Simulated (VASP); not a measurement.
# ZnCu (Pm-3m) in VASP: notebook, part 3 of 3

VASP 6.6.1. Earlier steps stand in the parts before.

## Step 6: Electric field gradients, r2SCAN

This run uses another cell than the first one, of 12.77 Å³/atom, 0.943 times its volume.

POSCAR

```
ZnCu
1.0
    2.9450000000      0.0000000000      0.0000000000
    0.0000000000      2.9450000000      0.0000000000
    0.0000000000      0.0000000000      2.9450000000
Zn Cu
1 1
Direct
    0.5000000000      0.5000000000      0.5000000000
    0.0000000000      0.0000000000      0.0000000000
```

INCAR.step1

```
SYSTEM = ZnCu
ALGO = Normal
EDIFF = 1E-4
ENCUT = 520
GGA = PE
ISMEAR = -1
LASPH = .TRUE.
LCHARG = .FALSE.
LREAL = .FALSE.
LWAVE = .TRUE.
NBANDS = 18
NELM = 60
PREC = Accurate
SIGMA = 0.05
```

INCAR.step2

```
SYSTEM = ZnCu
ALGO = Normal
EDIFF = 1E-8
ENCUT = 520
ISIF = 2
ISMEAR = -1
ISTART = 1
LASPH = .TRUE.
LCHARG = .FALSE.
LEFG = .TRUE.
LMIXTAU = .TRUE.
LREAL = .FALSE.
LWAVE = .FALSE.
METAGGA = R2SCAN
NBANDS = 18
NELM = 60
PREC = Accurate
SIGMA = 0.05
```

KPOINTS

```
k-points
0
G
  14 14 14
  0 0 0
```

Potentials or basis: VASP PAW PBE potentials, release 64 (Zn, Cu).

Launch:

```bash
cat potpaw_PBE.64/Zn/POTCAR potpaw_PBE.64/Cu/POTCAR > POTCAR
cp INCAR.step1 INCAR
mpirun -np 1 vasp_std > vasp.out
cp INCAR.step2 INCAR
mpirun -np 1 vasp_std > vasp.out
```

OUTCAR:

```text
SYSTEM = ZnCu
   EDIFF = 1E-8
   ENCUT = 520
   ISIF = 2
   ISMEAR = -1
   ISTART = 1
   LASPH = .TRUE.
   LREAL = .FALSE.
   METAGGA = R2SCAN
   NELM = 60
   PREC = Accurate

 ion  position               nearest neighbor table
   1  0.500  0.500  0.500-   2 2.55   2 2.55   2 2.55   2 2.55   2 2.55   2 2.55   2 2.55   2 2.55

   2  0.000  0.000  0.000-   1 2.55   1 2.55   1 2.55   1 2.55   1 2.55   1 2.55   1 2.55   1 2.55

  LATTYP: Found a simple cubic cell.
 ALAT       =     2.9450000000

  Lattice vectors:

 A1 = (   2.9450000000,   0.0000000000,   0.0000000000)
 A2 = (   0.0000000000,   2.9450000000,   0.0000000000)
 A3 = (   0.0000000000,   0.0000000000,   2.9450000000)

Analysis of symmetry for initial positions (statically):
=====================================================================
 Subroutine PRICEL returns:
 Original cell was already a primitive cell.

 Routine SETGRP: Setting up the symmetry group for a
 simple cubic supercell.

 Subroutine GETGRP returns: Found 48 space group operations
 (whereof 48 operations were pure point group operations)
 out of a pool of 48 trial point group operations.

The static configuration has the point symmetry O_h .

Analysis of symmetry for dynamics (positions and initial velocities):
=====================================================================
 Subroutine PRICEL returns:
 Original cell was already a primitive cell.

 Routine SETGRP: Setting up the symmetry group for a
 simple cubic supercell.

 Subroutine GETGRP returns: Found 48 space group operations
 (whereof 48 operations were pure point group operations)
 out of a pool of 48 trial point group operations.
[... 152 lines left out ...]
 cond. band min:       5.3797643283   @ k =   0.4286   0.3571   0.2143
 fundamental gap:      0.1342919767
 Fermi energy:         5.3711655235

 k-point     1 :       0.0000    0.0000    0.0000
  band No.  band energies     occupation
      1      -5.3920      2.00000
      2      -2.7984      2.00000
      3      -2.7984      2.00000
      4      -2.0703      2.00000
      5      -2.0703      2.00000
      6      -2.0703      2.00000
[... 481 lines left out ...]
      5      -2.1244      2.00000
      6      -1.5753      2.00000
[... 10 lines left out ...]
     17      21.9764      0.00000
     18      22.9050      0.00000

 [... further k-points ...]
[... 5 lines left out ...]
  --------------------------------------------------------------------------------------
  -------------------------------------------------------------------------------------
  Total       -0.4345111     -0.4345111     -0.4345111     -0.0000000     -0.0000000     -0.0000000
  in kB      -27.2555910    -27.2555910    -27.2555910     -0.0000000     -0.0000000     -0.0000000
  external PRESSURE =     -27.2555910 kB  Pullay stress =       0.0000000 kB

 VOLUME and BASIS-vectors are now :
 -----------------------------------------------------------------------------
  energy-cutoff  :      520.00
  volume of cell :       25.54
      direct lattice vectors                 reciprocal lattice vectors
     2.945000000  0.000000000  0.000000000     0.339558574  0.000000000  0.000000000
     0.000000000  2.945000000  0.000000000     0.000000000  0.339558574  0.000000000
     0.000000000  0.000000000  2.945000000     0.000000000  0.000000000  0.339558574

 POSITION                                       TOTAL-FORCE (eV/Angst)
 -----------------------------------------------------------------------------------
      1.47250      1.47250      1.47250         0.000000      0.000000      0.000000
      0.00000      0.00000      0.00000         0.000000      0.000000      0.000000
 -----------------------------------------------------------------------------------
    total drift:                                0.000000      0.000000     -0.000000

  FREE ENERGIE OF THE ION-ELECTRON SYSTEM (eV)
  ---------------------------------------------------
  free  energy   TOTEN  =       -19.9401767481 eV

  energy  without entropy=      -19.9373866575  energy(sigma->0) =      -19.93878170

 Electric field gradients (V/A^2)
---------------------------------------------------------------------
 ion       V_xx      V_yy      V_zz      V_xy      V_xz      V_yz
---------------------------------------------------------------------
   1       0.000    -0.000    -0.000    -0.000    -0.000    -0.000
   2       0.000     0.000    -0.000     0.000    -0.000     0.000
---------------------------------------------------------------------

 Electric field gradients after diagonalization (V/A^2)
 (convention: |V_zz| > |V_xx| > |V_yy|)
----------------------------------------------------------------------
 ion       V_xx      V_yy      V_zz     asymmetry (V_yy - V_xx)/ V_zz
----------------------------------------------------------------------
   1      -0.000     0.000    -0.000      -0.817
   2       0.000     0.000    -0.000       0.081
----------------------------------------------------------------------

           NMR quadrupolar parameters

 Cq : quadrupolar parameter    Cq=e*Q*V_zz/h
 eta: asymmetry parameters     (V_yy - V_xx)/ V_zz
 Q  : nuclear electric quadrupole moment in mb (millibarn)
----------------------------------------------------------------------
 ion       Cq(MHz)       eta       Q (mb)
----------------------------------------------------------------------
   1      -0.000      -0.817       1.000
   2      -0.000       0.081       1.000
----------------------------------------------------------------------
```

OUTCAR.step1:

```text
SYSTEM = ZnCu
   EDIFF = 1E-4
   ENCUT = 520
   GGA = PE
   ISMEAR = -1
   LASPH = .TRUE.
   LREAL = .FALSE.
[... 725 lines left out ...]
      1.47250      1.47250      1.47250         0.000000      0.000000      0.000000
      0.00000      0.00000      0.00000         0.000000      0.000000      0.000000
 -----------------------------------------------------------------------------------
    total drift:                                0.000000      0.000000     -0.000000

  FREE ENERGIE OF THE ION-ELECTRON SYSTEM (eV)
  ---------------------------------------------------
  free  energy   TOTEN  =        -5.0128129993 eV

  energy  without entropy=       -5.0099290766  energy(sigma->0) =       -5.01137104
```

It took 3.6 min on 1 thread of Intel Xeon 8259CL, shared host; peak memory 0.19 GiB.

What came out:

```yaml
Free_energy: -19.9402 eV
Pressure: -2.7 GPa
```

Levels at points of the mesh, in eV from the Fermi level:
```
           k point  band 10  band 11  band 12  band 13  band 14  band 15
(0.00, 0.00, 0.00)    -2.84    -2.84     6.62     6.62     6.62    11.51
(0.50, 0.00, 0.00)    -3.40    -2.91    -2.09    12.33    12.33    12.92
(0.50, 0.50, 0.00)    -2.61    -2.01    -2.01     1.92     2.27    14.79
(0.50, 0.50, 0.50)    -2.59     4.38     4.47     4.47     4.47     4.67
```

Caveat: without QUAD_EFG the Cq values of the log hold for a quadrupole moment of 1 mb, not for the nuclei; the PAW data sets were made with another functional, which shifts forces and pressure a little.

## Step 7: Summary

```tsv
level	potentials or basis	cell	gap on the mesh (eV)	pressure (GPa)
PBE	VASP PAW PBE potentials, release 64 (Zn, Cu)	a = 3.003 Å, 2 atoms	none	-3.7
LDA	VASP PAW LDA potentials, release 64 (Zn, Cu)	a = 2.945 Å, 2 atoms	none	-9.1
PBEsol	VASP PAW PBE potentials, release 64 (Zn, Cu)	a = 2.945 Å, 2 atoms	none	-4.1
r2SCAN	VASP PAW PBE potentials, release 64 (Zn, Cu)	a = 2.945 Å, 2 atoms	none	-2.7
```

Alike in all rows: task electric field gradients; no spin polarisation; k mesh 14 × 14 × 14; cutoff (eV) 520; smearing fermi-dirac 0.05 eV.

Caveats: the PAW data sets were made with another functional, which shifts forces and pressure a little (some runs).

Absolute energies hang on the potentials; compare differences alone.
